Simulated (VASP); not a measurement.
Crystal: SiC (Moissanite).

```
CELL_PARAMETERS angstrom
3.07600 0.00000 0.00000
-1.53800 2.66389 0.00000
0.00000 0.00000 5.04800
ATOMIC_POSITIONS crystal
Si 0.66667 0.33333 0.50000
Si 0.33333 0.66667 0.00000
C 0.66667 0.33333 0.88500
C 0.33333 0.66667 0.38500
```

| Property | Result |
| --- | --- |
| Program | VASP 6.6.1 |
| Task | relaxation of cell and atoms |
| Functional | revPBE |
| Potentials or basis | VASP PAW PBE potentials, release 64 (Si, C) |
| Cutoff | 600 eV |
| k mesh | 10 × 10 × 5 |
| Occupations | fermi-dirac, width 0.05 eV |
| Spin | no spin polarisation |

At the start: pressure 5.6 GPa; volume 10.34 Å³/atom.

**Question.** Where does the relaxation end?

**Answer.** Over 6 steps the energy falls by 13.2 meV/atom and the volume is 10.59 Å³/atom (+2.4 %); space group P6_3mc (No. 186, to 0.05 Å).

Step by step:
```tsv
step	energy change (eV)	largest force (eV/Å)	pressure (GPa)	volume (Å³)
1	0.0000	0.7572	5.59	41.36
2	-0.0012	0.6209	-5.15	43.56
3	-0.0497	0.0883	-0.36	42.46
4	-0.0528	0.0164	-0.13	42.41
5	-0.0529	0.0061	-0.15	42.42
6	-0.0529	0.0057	0.11	42.36
```

Final structure:
```
Si C
1.0
     3.10057    0.00000    0.00000
    -1.55029    2.68518    0.00000
     0.00000    0.00000    5.08812
Si C
2 2
Cartesian
  1.5503 0.8951 2.5671
  0.0000 1.7901 0.0231
  1.5503 0.8951 4.4799
  0.0000 1.7901 1.9359
```

Caveat: the PAW data sets were made with another functional, which shifts forces and pressure a little.
